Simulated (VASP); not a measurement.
# GaP (F-43m) in VASP: further runs, part 2 of 2

VASP 6.6.1. The steps go on from the part before.

## 5. Relaxation of cell and atoms, revPBE+D3(BJ)

This run uses another cell than the first one, of 20.24 Å³/atom.

The input, INCAR:

```
SYSTEM = GaP
ALGO = Normal
EDIFF = 1E-6
EDIFFG = -0.005
ENCUT = 600
GGA = RE
IBRION = 2
ISIF = 3
ISMEAR = 0
IVDW = 12
LASPH = .TRUE.
LCHARG = .FALSE.
LREAL = .FALSE.
LWAVE = .FALSE.
NELM = 100
NSW = 80
PREC = Accurate
SIGMA = 0.01
```

The input, KPOINTS:

```
k-points
0
G
  6 6 6
  0 0 0
```

The input, POSCAR:

```
GaP
1.0
    0.0000000000      2.7252500000      2.7252500000
    2.7252500000      0.0000000000      2.7252500000
    2.7252500000      2.7252500000      0.0000000000
Ga P
1 1
Direct
    0.0000000000      0.0000000000      0.0000000000
    0.2500000000      0.2500000000      0.2500000000
```

Potentials or basis: VASP PAW PBE potentials, release 64 (Ga_d, P).

Run with:

```sh
$ cat potpaw_PBE.64/Ga_d/POTCAR potpaw_PBE.64/P/POTCAR > POTCAR
$ mpirun -np 1 vasp_std > vasp.out
```

OUTCAR:

```text
SYSTEM = GaP
   EDIFF = 1E-6
   EDIFFG = -0.005
   ENCUT = 600
   GGA = RE
   IBRION = 2
   ISIF = 3
   ISMEAR = 0
   IVDW = 12
   LASPH = .TRUE.
   LREAL = .FALSE.
   NELM = 100
   NSW = 80
   PREC = Accurate
 IVDW          = 12

 ion  position               nearest neighbor table
   1  0.000  0.000  0.000-   2 2.36   2 2.36   2 2.36   2 2.36
   2  0.250  0.250  0.250-   1 2.36   1 2.36   1 2.36   1 2.36

  LATTYP: Found a face centered cubic cell.
 ALAT       =     5.4505000000

  Lattice vectors:

 A1 = (   0.0000000000,   2.7252500000,   2.7252500000)
 A2 = (   2.7252500000,   0.0000000000,   2.7252500000)
 A3 = (   2.7252500000,   2.7252500000,   0.0000000000)

Analysis of symmetry for initial positions (statically):
=====================================================================
 Subroutine PRICEL returns:
 Original cell was already a primitive cell.

 Routine SETGRP: Setting up the symmetry group for a
 face centered cubic supercell.
[... 162 lines left out ...]

 Edisp (eV)   -1.22049

 E8    (eV) :    -0.8431
[... 71 lines left out ...]
--------------------------------------- Ionic step        3  -------------------------------------------

 number of electron      18.0000007 magnetization

 Free energy of the ion-electron system (eV)
  ---------------------------------------------------
  ext. energy  EPLUGINS =         0.00000000
  ---------------------------------------------------
  free energy    TOTEN  =        -8.49495429 eV

  energy without entropy =       -8.49495429  energy(sigma->0) =       -8.49495429

 E-fermi :   5.0147     XC(G=0):  -9.7894

 val. band max:        4.9094046969   @ k =   0.0000   0.0000   0.0000
 cond. band min:       6.5931762068   @ k =   0.5000   0.5000   0.0000
 fundamental gap:      1.6837715099
 Fermi energy:         5.0147296801

 k-point     1 :       0.0000    0.0000    0.0000
  band No.  band energies     occupation
      1      -9.6723      2.00000
      2      -9.6723      2.00000
      3      -9.6723      2.00000
      4      -9.5672      2.00000
      5      -9.5672      2.00000
      6      -7.6968      2.00000
      7       4.9094      2.00000
      8       4.9094      2.00000
      9       4.9094      2.00000
     10       6.9823      0.00000
     11       8.8092      0.00000
     12       8.8092      0.00000
     13       8.8092      0.00000
[... 271 lines left out ...]
  FREE ENERGIE OF THE ION-ELECTRON SYSTEM (eV)
  ---------------------------------------------------
  free  energy   TOTEN  =        -9.7401140034 eV

  energy  without entropy=       -9.7401140034  energy(sigma->0) =       -9.74011400

 reached required accuracy - stopping structural energy minimisation
```

OSZICAR:

```text
N       E                     dE             d eps       ncg     rms          rms(c)
DAV:   1     0.861700102994E+02    0.86170E+02   -0.10070E+04   424   0.216E+03
DAV:   2    -0.209675918392E+01   -0.88267E+02   -0.84903E+02   456   0.355E+02
DAV:   3    -0.863170968913E+01   -0.65350E+01   -0.64958E+01   511   0.795E+01
[... 23 lines left out ...]
DAV:   3    -0.849528819212E+01    0.33116E-02   -0.41876E-03   556   0.147E+00    0.810E-02
DAV:   4    -0.849500488998E+01    0.28330E-03   -0.41501E-04   496   0.336E-01    0.350E-02
DAV:   5    -0.849495608869E+01    0.48801E-04   -0.29574E-05   549   0.815E-02    0.143E-02
DAV:   6    -0.849495418704E+01    0.19017E-05   -0.27480E-06   450   0.286E-02    0.728E-03
DAV:   7    -0.849495429273E+01   -0.10569E-06   -0.37947E-07   233   0.127E-02
   3 F= -.97401140E+01 E0= -.97401140E+01  d E =-.341445E-02
```

Wall time 46 s (1 thread of AMD EPYC 7R13, shared host); peak memory 0.16 GiB.

What came out:

* Free energy: -9.7401 eV
* Relaxed volume: 19.88 Å³/atom
* Relaxed cell: a = 3.831 Å, b = 3.831 Å, c = 3.831 Å, α = 60.00°, β = 60.00°, γ = 60.00°
* Space group after relaxing (to 0.1 Å): F-43m (No. 216)
* Energy gained by relaxing: 1.7 meV/atom
* Ionic steps: 3
* Pressure after relaxing: 0.0 GPa
* Band gap on the k mesh: 1.68 eV (least direct gap 2.07 eV)
* Dispersion energy per atom: -0.623 eV

The path:
```tsv
step	energy change (eV)	largest force (eV/Å)	pressure (GPa)	volume (Å³)
1	0.0000	0.0000	-1.54	40.48
2	-0.0023	0.0000	0.91	39.35
3	-0.0034	0.0000	-0.02	39.77
```

Final structure:
```
Ga P
1.0
     0.00000    2.70914    2.70914
     2.70914    0.00000    2.70914
     2.70914    2.70914    0.00000
Ga P
1 1
Direct
  0.00000 0.00000 0.00000
  0.25000 0.25000 0.25000
```

Caveat: the PAW data sets were made with another functional, which shifts forces and pressure a little.

## 6. Relaxation of cell and atoms, r2SCAN+rVV10

This run uses another cell than the first one, of 20.24 Å³/atom.

POSCAR is that of step 5.

The input, INCAR.step1:

```
SYSTEM = GaP
ALGO = Normal
EDIFF = 1E-4
ENCUT = 600
GGA = PE
ISMEAR = 0
LASPH = .True.
LCHARG = .False.
LREAL = .False.
LWAVE = .True.
NELM = 100
PREC = Accurate
SIGMA = 0.01
```

The input, INCAR.step2:

```
SYSTEM = GaP
ALGO = Normal
BPARAM = 11.95
CPARAM = 0.0093
EDIFF = 1E-7
EDIFFG = -0.005
ENCUT = 600
IBRION = 2
ISIF = 3
ISMEAR = 0
ISTART = 1
IVDW_NL = 2
LASPH = .True.
LCHARG = .False.
LMIXTAU = .True.
LREAL = .False.
LUSE_VDW = .True.
LWAVE = .False.
METAGGA = R2SCAN
NELM = 100
NSW = 80
PREC = Accurate
SIGMA = 0.01
```

The input, KPOINTS:

```
k-points
0
Gamma
  6 6 6
  0 0 0
```

Potentials or basis: VASP PAW PBE potentials, release 64 (Ga_d, P).

Run with:

```sh
$ cat potpaw_PBE.64/Ga_d/POTCAR potpaw_PBE.64/P/POTCAR > POTCAR
$ cp INCAR.step1 INCAR
$ mpirun -np 1 vasp_std > vasp.out
$ cp INCAR.step2 INCAR
$ mpirun -np 1 vasp_std > vasp.out
```

Wall time 8 min (1 thread of AMD EPYC 7R13, shared host); peak memory 0.3 GiB.

It converged, with:

```
Free energy                           : -20.9383 eV
Relaxed volume                        : 20.08 Å³/atom
Relaxed cell                          : a = 3.844 Å, b = 3.844 Å, c = 3.844 Å, α = 60.00°, β = 60.00°, γ = 60.00°
Space group after relaxing (to 0.1 Å) : F-43m (No. 216)
Energy gained by relaxing             : 0.4 meV/atom
Ionic steps                           : 4
Pressure after relaxing               : 0.0 GPa
Band gap on the k mesh                : 1.84 eV (least direct gap 2.40 eV)
```

The path:
| step | energy change (eV) | largest force (eV/Å) | pressure (GPa) | volume (Å³) |
| --- | --- | --- | --- | --- |
| 1 | 0.0000 | 0.0000 | -0.75 | 40.48 |
| 2 | -0.0005 | 0.0000 | 0.49 | 39.93 |
| 3 | -0.0008 | 0.0000 | 0.05 | 40.13 |
| 4 | -0.0008 | 0.0000 | -0.01 | 40.15 |

Final structure:
```
Ga P
1.0
     0.00000    2.71783    2.71783
     2.71783    0.00000    2.71783
     2.71783    2.71783    0.00000
Ga P
1 1
Direct
  0.00000 0.00000 0.00000
  0.25000 0.25000 0.25000
```

Levels at points of the mesh, in eV from the valence-band top:
```
           k point  band 7  band 8  band 9  band 10  band 11  band 12
(0.00, 0.00, 0.00)    0.00    0.00    0.00     2.40     4.17     4.17
(0.50, 0.00, 0.00)   -6.91   -1.18   -1.18     2.04     5.03     5.03
(0.50, 0.50, 0.00)   -7.01   -2.84   -2.84     1.84     2.06    11.41
```

Caveat: the PAW data sets were made with another functional, which shifts forces and pressure a little.

## 7. Relaxation of cell and atoms, r2SCAN+D4

This run uses another cell than the first one, of 20.24 Å³/atom.

POSCAR is that of step 6.

The input, INCAR.step1:

```
SYSTEM = GaP
ALGO = Normal ; EDIFF = 1E-4
ENCUT = 600 ; GGA = PE
ISMEAR = 0 ; LASPH = .TRUE.
LCHARG = .FALSE. ; LREAL = .FALSE.
LWAVE = .TRUE. ; NELM = 80
PREC = Accurate ; SIGMA = 0.01
```

The input, INCAR.step2:

```
SYSTEM = GaP
ALGO = Normal ; EDIFF = 1E-7
EDIFFG = -0.005 ; ENCUT = 600
IBRION = 2 ; ISIF = 3
ISMEAR = 0 ; ISTART = 1
IVDW = 13 ; LASPH = .TRUE.
LCHARG = .FALSE. ; LMIXTAU = .TRUE.
LREAL = .FALSE. ; LWAVE = .FALSE.
METAGGA = R2SCAN ; NELM = 80
NSW = 80 ; PREC = Accurate
SIGMA = 0.01 ; VDW_A1 = 0.51559235
VDW_A2 = 5.77342911 ; VDW_S6 = 1.0
VDW_S8 = 0.6018749
```

The input, KPOINTS:

```
k-points
0
G
  6 6 6
  0 0 0
```

Run with:

```sh
$ cat potpaw_PBE.64/Ga_d/POTCAR potpaw_PBE.64/P/POTCAR > POTCAR
$ cp INCAR.step1 INCAR
$ mpirun -np 1 vasp_std > vasp.out
$ cp INCAR.step2 INCAR
$ mpirun -np 1 vasp_std > vasp.out
```

It took 4.5 min on 1 thread of AMD EPYC 7R13, shared host; peak memory 0.17 GiB.

The run converged. Its results:

```
Free energy                           : -21.7450 eV
Relaxed volume                        : 20.01 Å³/atom
Relaxed cell                          : a = 3.839 Å, b = 3.839 Å, c = 3.839 Å, α = 60.00°, β = 60.00°, γ = 60.00°
Space group after relaxing (to 0.1 Å) : F-43m (No. 216)
Energy gained by relaxing             : 0.8 meV/atom
Ionic steps                           : 4
Pressure after relaxing               : 0.0 GPa
Band gap on the k mesh                : 1.89 eV (least direct gap 2.45 eV)
Dispersion energy per atom            : -0.147 eV
```

Step by step:
```tsv
step	energy change (eV)	largest force (eV/Å)	pressure (GPa)	volume (Å³)
1	0.0000	0.0000	-1.03	40.48
2	-0.0010	0.0000	0.69	39.72
3	-0.0016	0.0000	0.04	40.00
4	-0.0016	0.0000	0.00	40.02
```

Final structure:
```xyz
2
Lattice="0.0000 2.7148 2.7148 2.7148 0.0000 2.7148 2.7148 2.7148 0.0000" Properties=species:S:1:pos:R:3 pbc="T T T"
Ga    0.0000    0.0000    0.0000
P     1.3574    1.3574    1.3574
```

Levels at points of the mesh, in eV from the valence-band top:
| k point | band 6 | band 7 | band 8 | band 9 | band 10 | band 11 | band 12 | band 13 |
| --- | --- | --- | --- | --- | --- | --- | --- | --- |
| (0.00, 0.00, 0.00) | -13.11 | 0.00 | 0.00 | 0.00 | 2.45 | 4.18 | 4.18 | 4.18 |
| (0.50, 0.00, 0.00) | -10.91 | -6.92 | -1.19 | -1.19 | 2.08 | 5.05 | 5.05 | 8.85 |
| (0.50, 0.50, 0.00) | -9.96 | -7.02 | -2.84 | -2.84 | 1.89 | 2.09 | 11.44 | 11.44 |

Caveat: the PAW data sets were made with another functional, which shifts forces and pressure a little. A k mesh can miss the band edges.

## 8. Summary

```csv
task,level,cell,cutoff (eV),gap on the mesh (eV),pressure (GPa),relaxed volume (Å³/atom)
single point,revPBE+D3(BJ),"a = 3.833 Å, angles 60.0°, 2 atoms",520,1.69,-0.1,-
single point,r2SCAN+rVV10,"a = 3.844 Å, angles 60.0°, 2 atoms",520,1.84,0.0,-
single point,r2SCAN+D4,"a = 3.840 Å, angles 60.0°, 2 atoms",520,1.89,-0.1,-
relaxation of cell and atoms,revPBE+D3(BJ),"relaxed from a = 3.854 Å, angles 60.0°, 2 atoms",600,1.68,0.0,19.88
relaxation of cell and atoms,r2SCAN+rVV10,"relaxed from a = 3.854 Å, angles 60.0°, 2 atoms",600,1.84,0.0,20.08
relaxation of cell and atoms,r2SCAN+D4,"relaxed from a = 3.854 Å, angles 60.0°, 2 atoms",600,1.89,0.0,20.01
```

Alike in all rows: potentials or basis VASP PAW PBE potentials, release 64 (Ga_d, P); no spin polarisation; k mesh 6 × 6 × 6; smearing gaussian 0.01 eV.

Caveats: the PAW data sets were made with another functional, which shifts forces and pressure a little.

Total energies depend on the potentials used, so only differences within one code and one set of settings carry meaning.

## 9. How close it comes

Step 2. A measured gap of GaP is 2.34 eV (indirect; 10 K; quoted in “Stacking defects in GaP nanowires: Electronic structure and optical properties”, 2018, arxiv:1810.01194); the calculated 1.69 eV misses it by -0.65 eV. Spin-orbit coupling on Ga is left out. The value is that of revPBE+D3(BJ) on a finite k mesh, which can miss the band edges, without temperature or zero-point motion. Semilocal functionals fall short of measured gaps as a rule.

Step 3. A measured gap of GaP is 2.34 eV (indirect; 10 K; quoted in “Stacking defects in GaP nanowires: Electronic structure and optical properties”, 2018, arxiv:1810.01194); the calculated 1.84 eV misses it by -0.50 eV. Spin-orbit coupling on Ga is left out. The value is that of r2SCAN+rVV10 on a finite k mesh, which can miss the band edges, without temperature or zero-point motion.

Step 4. A measured gap of GaP is 2.34 eV (indirect; 10 K; quoted in “Stacking defects in GaP nanowires: Electronic structure and optical properties”, 2018, arxiv:1810.01194); the calculated 1.89 eV misses it by -0.45 eV. Spin-orbit coupling on Ga is left out. The value is that of r2SCAN+D4 on a finite k mesh, which can miss the band edges, without temperature or zero-point motion.
